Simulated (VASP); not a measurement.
# Bi (P6/mmm) in VASP: notebook

The runs below take Bi through relaxation of cell and atoms, single point, with PBE.

Program: VASP 6.6.1. These are calculated values, not measurements. Logs are shortened: lines on timing, memory, paths and dates and some standing lists are left out, and cuts for length are marked.

## 1. The cell of the first run

It takes space group P6/mmm (No. 191, hexagonal). Conventional cell: a = 6.579 Å, b = 6.579 Å, c = 6.284 Å, α = 90.00°, β = 90.00°, γ = 120.00°. Bi (site symmetry 2mm) has 5 Bi at 2.58 to 3.29 Å within 3.4 Å.

The cell was generated, and may not be a known phase.

## 2. Relaxation of cell and atoms, PBE

File INCAR:

```
  PREC = Accurate
  ENCUT = 600
  EDIFF = 1E-6
  ISMEAR = 0
  SIGMA = 0.1
  LREAL = F
  LASPH = T
  NELM = 80
  ALGO = Fast
  ISIF = 3
  LWAVE = F
  LCHARG = F
  GGA = PE
  IBRION = 2
  NSW = 90
  EDIFFG = -0.04
```

File KPOINTS:

```
Automatic mesh
0
Gamma
  3 3 4
```

File POSCAR:

```
Bi
1.0
    6.5785117900      0.0000000000      0.0000000000
   -3.2892559000      5.6971583300      0.0000000000
    0.0000000000      0.0000000000      6.2843792000
Bi
6
Direct
    0.5000000000      0.0000000000      0.7054060100
    0.0000000000      0.5000000000      0.7054060100
    0.5000000000      0.5000000000      0.7054060100
    0.0000000000      0.5000000000      0.2945939900
    0.5000000000      0.0000000000      0.2945939900
    0.5000000000      0.5000000000      0.2945939900
```

Potentials or basis: VASP PAW PBE potentials, release 64 (Bi_d).

The run is started by

```bash
> cat potpaw_PBE.64/Bi_d/POTCAR > POTCAR
> mpirun -np 1 vasp_std > vasp.out
```

OUTCAR:

```text
PREC = Accurate
   ENCUT = 600
   EDIFF = 1E-6
   ISMEAR = 0
   LREAL = F
   LASPH = T
   NELM = 80
   ISIF = 3
   GGA = PE
   IBRION = 2
   NSW = 90
   EDIFFG = -0.04

 ion  position               nearest neighbor table
   1  0.500  0.000  0.705-   5 2.58   2 3.29   2 3.29   3 3.29   3 3.29   5 3.70
   2  0.000  0.500  0.705-   4 2.58   1 3.29   1 3.29   3 3.29   3 3.29   4 3.70
   3  0.500  0.500  0.705-   6 2.58   2 3.29   2 3.29   1 3.29   1 3.29   6 3.70
   4  0.000  0.500  0.295-   2 2.58   5 3.29   5 3.29   6 3.29   6 3.29   2 3.70
   5  0.500  0.000  0.295-   1 2.58   4 3.29   4 3.29   6 3.29   6 3.29   1 3.70
   6  0.500  0.500  0.295-   3 2.58   4 3.29   4 3.29   5 3.29   5 3.29   3 3.70

  LATTYP: Found a hexagonal cell.
 ALAT       =     6.5785117900
 C/A-ratio  =     0.9552888861

  Lattice vectors:

 A1 = (   6.5785117900,   0.0000000000,   0.0000000000)
 A2 = (  -3.2892559000,   5.6971583300,   0.0000000000)
 A3 = (   0.0000000000,   0.0000000000,   6.2843792000)

Analysis of symmetry for initial positions (statically):
=====================================================================
 Subroutine PRICEL returns:
 Original cell was already a primitive cell.

 Routine SETGRP: Setting up the symmetry group for a
 hexagonal supercell.

 Subroutine GETGRP returns: Found 24 space group operations
 (whereof 24 operations were pure point group operations)
 out of a pool of 24 trial point group operations.

The static configuration has the point symmetry D_6h.

Analysis of symmetry for dynamics (positions and initial velocities):
=====================================================================
 Subroutine PRICEL returns:
 Original cell was already a primitive cell.

 Routine SETGRP: Setting up the symmetry group for a
 hexagonal supercell.

 Subroutine GETGRP returns: Found 24 space group operations
 (whereof 24 operations were pure point group operations)
 out of a pool of 24 trial point group operations.

The dynamic configuration has the point symmetry D_6h.

 Subroutine INISYM returns: Found 24 space group operations
 (whereof 24 operations are pure point group operations),
 and found     1 'primitive' translations

----------------------------------------------------------------------------------------

                                     Primitive cell

  volume of cell :     235.5311

  direct lattice vectors                    reciprocal lattice vectors
     6.578511790  0.000000000  0.000000000     0.152010064  0.087763052  0.000000000
    -3.289255900  5.697158330  0.000000000     0.000000000  0.175526103  0.000000000
     0.000000000  0.000000000  6.284379200     0.000000000  0.000000000  0.159124707

  length of vectors
     6.578511790  6.578511793  6.284379200     0.175526103  0.175526103  0.159124707

  position of ions in fractional coordinates (direct lattice)
     0.500000000  0.000000000  0.705406010
     0.000000000  0.500000000  0.705406010
     0.500000000  0.500000000  0.705406010
     0.000000000  0.500000000  0.294593990
     0.500000000  0.000000000  0.294593990
     0.500000000  0.500000000  0.294593990

  ion indices of the primitive-cell ions
   primitive index   ion index
                 1           1
                 2           2
                 3           3
                 4           4
                 5           5
                 6           6

----------------------------------------------------------------------------------------

 KPOINTS: Automatic mesh

Automatic generation of k-mesh.
 Grid dimensions read from file:
 generate k-points for:    3    3    4

 Generating k-lattice:

  Cartesian coordinates                     Fractional coordinates (reciprocal lattice)
     0.050670021  0.029254351  0.000000000     0.333333333 -0.000000000  0.000000000
     0.000000000  0.058508701  0.000000000     0.000000000  0.333333333  0.000000000
     0.000000000  0.000000000  0.039781177     0.000000000  0.000000000  0.250000000

  Length of vectors
     0.058508701  0.058508701  0.039781177

  Shift w.r.t. Gamma in fractional coordinates (k-lattice)
     0.000000000  0.000000000  0.000000000

 Subroutine IBZKPT returns following result:
 ===========================================

 Found      9 irreducible k-points:

 Following reciprocal coordinates:
            Coordinates               Weight
  0.000000  0.000000  0.000000      1.000000
  0.333333  0.000000  0.000000      6.000000
  0.333333  0.333333  0.000000      2.000000
  0.000000  0.000000  0.250000      2.000000
  0.333333  0.000000  0.250000     12.000000
  0.333333  0.333333  0.250000      4.000000
  0.000000  0.000000  0.500000      1.000000
  0.333333  0.000000  0.500000      6.000000
  0.333333  0.333333  0.500000      2.000000
   k-points           NKPTS =      9   k-points in BZ     NKDIM =      9   number of bands    NBANDS=     54
   number of dos      NEDOS =    301   number of ions     NIONS =      6
   total plane-waves  NPLWV = 145800
   dimension x,y,z NGX =    54 NGY =   54 NGZ =   50
   dimension x,y,z NGXF=   108 NGYF=  108 NGZF=  100
   ions per type =               6
   NGX,Y,Z   is equivalent  to a cutoff of  13.65, 13.65, 13.23 a.u.
   NGXF,Y,Z  is equivalent  to a cutoff of  27.29, 27.29, 26.45 a.u.
 SYSTEM =  unknown system
   PREC   = accura    normal or accurate (medium, high low for compatibility)
   ISTART =      0    job   : 0-new  1-cont  2-samecut
   ICHARG =      2    charge: 1-file 2-atom 10-const
   ISPIN  =      1    spin polarized calculation?
   LNONCOLLINEAR =      F non collinear calculations
   LSORBIT =      F    spin-orbit coupling
   LASPH  =      T    aspherical Exc in radial PAW
   ENCUT  =  600.0 eV  44.10 Ry    6.64 a.u.  13.14 13.14 12.55*2*pi/ulx,y,z
   NELM   =     80;   NELMIN=  2; NELMDL= -5     # of ELM steps
   EDIFF  = 0.1E-05   stopping-criterion for ELM
   LREAL  =      F    real-space projection
   EDIFFG = -.4E-01   stopping-criterion for IOM
   NSW    =     90    number of steps for IOM
   IBRION =      2    ionic relax: 0-MD 1-quasi-New 2-CG
   NFREE  =      1    steps in history (QN), initial steepest desc. (CG)
   ISIF   =      3    stress and relaxation
   ISYM   =      2    0-nonsym 1-usesym 2-fastsym
   POTIM  = 0.5000    time-step for ionic-motion
   TEBEG  =    0.0;   TEEND  =   0.0 temperature during run
   PSTRESS=    0.0 pullay stress
   NELECT =      90.0000    total number of electrons
   NUPDOWN=      -1.0000    fix difference up-down
   EMIN   =  10.00;   EMAX   =-10.00  energy-range for DOS
   EFERMI =   0.00;   METHOD = LEGACY
   ISMEAR =     0;   SIGMA  =   0.10  broadening in eV -4-tet -1-fermi 0-gaus
   EFERMI_NEDOS =   21; number of points for ismear=-14 and -15
   IALGO  =     68    algorithm
   IMIX   =      4    mixing-type and parameters
     AMIX     =   0.40;   BMIX     =  1.00
     AMIX_MAG =   1.60;   BMIX_MAG =  1.00
  volume/ion in A,a.u.               =      39.26       264.91
  Fermi-wavevector in a.u.,A,eV,Ry     =   1.187972  2.244942 19.201597  1.411278
  Thomas-Fermi vector in A             =   2.324112
   LORBIT       =      0    0 simple, 1 ext, 2 COOP (PROOUT), +10 PAW based schemes
   GGA     = PE    functional components
   LHFCALC =     F    Hartree Fock is set to
   AEXX    =    0.0000 exact exchange contribution
   IVDW    =     0    specifies the selected vdW correction
   LEPSILON=     F    determine dielectric tensor
   LRPA    =     F    only Hartree local field effects (RPA)
 conjugate gradient relaxation of ions
 non-spin polarized calculation
 RMM-DIIS sequential band-by-band and
 Gauss-broadening in eV      SIGMA  =   0.10
  energy-cutoff  :      600.00
  volume of cell :      235.53
 maximum number of plane-waves:      7886
 NGX is ok and might be reduce to    54
   NGX = 27   NGY = 27   NGZ = 25

--------------------------------------- Ionic step        1  -------------------------------------------

 number of electron      89.9999984 magnetization

 Free energy of the ion-electron system (eV)
  ---------------------------------------------------
  ext. energy  EPLUGINS =         0.00000000
  ---------------------------------------------------
  free energy    TOTEN  =       -18.65018313 eV

  energy without entropy =      -18.60050686  energy(sigma->0) =      -18.62534500

------------------------ aborting loop because EDIFF is reached ----------------------------------------

  FORCE on cell =-STRESS in cart. coord.  units (eV):
  Direction    XX          YY          ZZ          XY          YZ          ZX
  --------------------------------------------------------------------------------------
  -------------------------------------------------------------------------------------
  Total        0.1885539      0.1885539     46.1150460     -0.0000000      0.0000000      0.0000000
  in kB        1.2826190      1.2826190    313.6930517     -0.0000000      0.0000000      0.0000000
  external PRESSURE =     105.4194299 kB  Pullay stress =       0.0000000 kB
[... 101 lines left out ...]
  FREE ENERGIE OF THE ION-ELECTRON SYSTEM (eV)
  ---------------------------------------------------
  free  energy   TOTEN  =       -20.9076169662 eV

  energy  without entropy=      -20.8736890906  energy(sigma->0) =      -20.89065303

 E-fermi :   5.1558     XC(G=0):  -8.8647

 val. band max:        5.0624536169   @ k =   0.3333   0.0000   0.5000
 cond. band min:       5.6496776064   @ k =   0.3333   0.0000   0.5000
 fundamental gap:      0.5872239896
 Fermi energy:         5.1558499612

 k-point     1 :       0.0000    0.0000    0.0000
  band No.  band energies     occupation
      1     -17.7373      2.00000
      2     -17.6357      2.00000
      3     -17.6357      2.00000
      4     -17.6344      2.00000
      5     -17.5835      2.00000
      6     -17.5769      2.00000
[... 502 lines left out ...]
     53       7.8543      0.00000
     54       8.1887      0.00000

[... ionic steps 4 to 14 ...]

--------------------------------------- Ionic step       15  -------------------------------------------

 number of electron      89.9999982 magnetization

------------------------ aborting loop because EDIFF is reached ----------------------------------------

  FORCE on cell =-STRESS in cart. coord.  units (eV):
  Direction    XX          YY          ZZ          XY          YZ          ZX
  --------------------------------------------------------------------------------------
  -------------------------------------------------------------------------------------
  Total       -0.4741171     -0.4741171      0.8528715      0.0000000      0.0000000      0.0000000
  in kB       -3.1555582     -3.1555582      5.6764157      0.0000000      0.0000000      0.0000000
  external PRESSURE =      -0.2115669 kB  Pullay stress =       0.0000000 kB
[... 65 lines left out ...]
  energy  without entropy=      -23.1318553444  energy(sigma->0) =      -23.13488747

--------------------------------------- Ionic step       17  -------------------------------------------

 number of electron      89.9999993 magnetization

 Free energy of the ion-electron system (eV)
  ---------------------------------------------------
  ext. energy  EPLUGINS =         0.00000000
  ---------------------------------------------------
  free energy    TOTEN  =       -23.14050132 eV

  energy without entropy =      -23.13440624  energy(sigma->0) =      -23.13745378

 E-fermi :   4.8970     XC(G=0):  -8.7308

 val. band max:        4.8283060885   @ k =   0.3333   0.0000   0.5000
 cond. band min:       5.1160383361   @ k =   0.3333   0.0000   0.5000
 fundamental gap:      0.2877322476
 Fermi energy:         4.8970185294

 k-point     1 :       0.0000    0.0000    0.0000
  band No.  band energies     occupation
      1     -18.0139      2.00000
      2     -17.9300      2.00000
      3     -17.9204      2.00000
      4     -17.9204      2.00000
      5     -17.8746      2.00000
      6     -17.8735      2.00000
[... 535 lines left out ...]
  FREE ENERGIE OF THE ION-ELECTRON SYSTEM (eV)
  ---------------------------------------------------
  free  energy   TOTEN  =       -23.1405013211 eV

  energy  without entropy=      -23.1344062382  energy(sigma->0) =      -23.13745378

 reached required accuracy - stopping structural energy minimisation
```

Wall time 25 min (1 thread of AMD EPYC 9R45 (Zen 5), shared host); peak memory 0.42 GiB.

What came out:

```yaml
Free_energy: -23.1405 eV
Relaxed_volume: 40.10 Å³/atom
Relaxed_cell: a = 6.429 Å, b = 6.429 Å, c = 6.722 Å, α = 90.00°, β = 90.00°, γ = 120.00°
Space_group_after_relaxing_to_0.1_Å: P6/mmm (No. 191)
Energy_gained_by_relaxing: 748.4 meV/atom
Ionic_steps: 17
Pressure_after_relaxing: 0.0 GPa
Largest_force_after_relaxing: 0.004 eV/Å
Band_gap_on_the_k_mesh: zero (bands 45 and 46 overlap by 1.45 eV)
```

Forces on the atoms (eV/Å):
```
Bi   0.000  0.000  0.004
Bi   0.000  0.000  0.004
Bi   0.000  0.000  0.004
Bi   0.000  0.000 -0.004
Bi   0.000  0.000 -0.004
Bi   0.000  0.000 -0.004
```

Step by step:
```tsv
step	energy change (eV)	largest force (eV/Å)	pressure (GPa)	volume (Å³)
1	0.0000	5.7824	10.54	235.53
2	-2.0073	0.0074	-3.63	323.84
3	-2.2574	0.1007	-3.68	314.76
4	-2.5563	0.1878	-3.70	305.75
5	-4.0515	0.1245	-2.67	270.60
6	-3.8412	1.2218	0.34	253.05
7	-4.1185	0.3247	-2.15	265.75
8	-4.1232	0.3962	-1.86	263.83
9	-4.2680	0.4337	0.01	248.19
10	-4.2682	0.4311	0.13	247.50
11	-4.3562	0.4470	0.46	242.73
12	-4.4190	0.3261	1.57	233.04
13	-4.4240	0.3745	1.23	235.32
14	-4.4830	0.1143	0.27	239.31
15	-4.4877	0.0309	-0.02	240.72
16	-4.4877	0.0232	-0.04	240.84
17	-4.4903	0.0038	0.03	240.58
```

Final structure:
```
Bi
1.0
     6.42871    0.00000    0.00000
    -3.21436    5.56743    0.00000
     0.00000    0.00000    6.72163
Bi
6
Direct
  0.50000 0.00000 0.74542
  0.00000 0.50000 0.74542
  0.50000 0.50000 0.74542
  0.00000 0.50000 0.25458
  0.50000 0.00000 0.25458
  0.50000 0.50000 0.25458
```

Caveat: the k points lie up to 0.38 Å⁻¹ apart in the final cell, too coarse for converged energies and pressures of a metal; spin-orbit coupling is left out, which moves the levels of the heavy elements.

## 3. Single point, PBE

This run uses another cell than the first one, of 40.42 Å³/atom.

File INCAR:

```
SYSTEM = Bi
PREC     = Accurate       ! precision mode
ENCUT    = 520            ! plane-wave cutoff, eV
EDIFF    = 1E-6           ! SCF threshold, eV
ISMEAR   = 0              ! smearing method
SIGMA    = 0.1            ! smearing width, eV
LREAL    = .False.        ! projectors in reciprocal space
LASPH    = .True.         ! aspherical terms in the spheres
NELM     = 60             ! most SCF steps
ALGO     = Fast           ! electronic algorithm
ISIF     = 2              ! what is computed and relaxed
LWAVE    = .False.        ! write WAVECAR
LCHARG   = .False.        ! write CHGCAR
GGA      = PE             ! functional
NBANDS   = 54             ! bands
```

File KPOINTS:

```
Automatic mesh
0
Gamma
  6 6 6
  0 0 0
```

File POSCAR:

```
Bi
1.0
    6.5680638779      0.0000000000      0.0000000000
   -3.2840319390      5.6881101720      0.0000000000
    0.0000000000      0.0000000000      6.4909384633
Bi
6
Direct
    0.5000000000      0.0000000000      0.7465022906
    0.0000000000      0.5000000000      0.7465022906
    0.5000000000      0.5000000000      0.7465022906
    0.0000000000      0.5000000000      0.2534977094
    0.5000000000      0.0000000000      0.2534977094
    0.5000000000      0.5000000000      0.2534977094
```

Potentials or basis: VASP PAW PBE potentials, release 64 (Bi_d).

The run is started by

```bash
> cat potpaw_PBE.64/Bi_d/POTCAR > POTCAR
> mpirun -np 1 vasp_std > vasp.out
```

It took 4.2 min on 1 thread of AMD EPYC 9R45 (Zen 5), shared host; peak memory 0.44 GiB.

The run converged. Its results:

```yaml
Free_energy: -22.5911 eV
Pressure: -0.1 GPa
Band_gap_on_the_k_mesh: zero (bands 45 and 46 overlap by 1.34 eV)
```

Levels at points of the mesh, in eV from the Fermi level:
```
           k point  band 43  band 44  band 45  band 46  band 47  band 48
(0.00, 0.00, 0.00)    -2.19    -1.11    -1.11     2.70     3.02     3.13
(0.50, 0.00, 0.00)    -0.91    -0.83    -0.53     0.79     1.10     1.11
(0.00, 0.00, 0.50)    -1.53    -1.33     1.02     1.02     1.28     1.28
(0.50, 0.00, 0.50)    -0.16    -0.15    -0.11    -0.04     0.01     0.08
```

Caveat: spin-orbit coupling is left out, which moves the levels of the heavy elements.

The gap in the log of VASP goes by the Fermi energy; the results here count the filled bands.